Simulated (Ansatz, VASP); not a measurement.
**CdI2: VASP beside Ansatz**

```
I Cd
1.0
     4.24333    0.00000    0.00000
    -2.12166    3.67483    0.00000
     0.00000    0.00000   30.72000
I Cd
2 1
Direct
  0.33333 0.66667 0.22762
  0.66667 0.33333 0.34074
  0.00000 0.00000 0.28418
```

Alike in both runs: functional PBE; dispersion D3(BJ); k mesh 12 × 12 × 1; occupations gaussian, width 0.03 eV; no spin polarisation.

Ansatz relaxed the structure, and its values are those at the end. VASP's run is a single point on that final structure, the one shown.

|  | VASP | Ansatz |
| --- | --- | --- |
| version | VASP 6.6.1 | Ansatz 0.2.0 |
| potentials or method | VASP PAW PBE potentials, release 64 (I, Cd), cutoff 400 eV | scalar-relativistic, plane waves, PAW |
| valence electrons in the cell | 26 | 54 |

VASP gave:

- gap on the k mesh at the Fermi level (eV): 2.44
- least direct gap on the mesh (eV): 2.66
- rms of the force components (eV/Å): 0.009

Task: Estimate Ansatz's values.

Result: gap on the k mesh at the Fermi level (eV): 2.44; least direct gap on the mesh (eV): 2.67; rms of the force components (eV/Å): 0.000.

VASP's potentials hold 26 valence electrons a cell and Ansatz's 54, so a difference there can come from the potentials and not from the codes. Ansatz's warnings: slab cell height set, structure snapped to symmetry.

Spin-orbit coupling is off throughout.
